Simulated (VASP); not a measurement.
BN (Qingsongite):

```
B N
1.0
     0.00000    1.80482    1.80482
     1.80482    0.00000    1.80482
     1.80482    1.80482    0.00000
B N
1 1
Direct
  0.00000 0.00000 0.00000
  0.25000 0.25000 0.25000
```

Base run:

```yaml
Program: VASP 6.6.1
Functional: PBE0
Potentials_or_basis: VASP PAW PBE potentials, release 64 (B, N)
Cutoff: 520 eV
k_mesh: 8 × 8 × 8
Occupations: gaussian, width 0.01 eV
Spin: no spin polarisation
```

Its results: band gap on the k mesh 6.55 eV, indirect (least direct gap 11.35 eV); pressure -3.9 GPa.

Q: After a change of settings the same cell gave: band gap on the k mesh 4.46 eV, indirect (least direct gap 8.84 eV); pressure 5.0 GPa. Which change was it?
A. functional from PBE0 to HSE06; further incar settings from ALGO = Normal; EDIFF = 1e-07; NBANDS = 11 to ALGO = Normal; EDIFF = 1e-06; NBANDS = 11
B. functional from PBE0 to r2SCAN
C. functional from PBE0 to PBE

A: C.

PBE0 gives the wider gap, since exact exchange removes part of the self-interaction.

Caveats: the PAW data sets were made with another functional, which shifts forces and pressure a little (some runs).
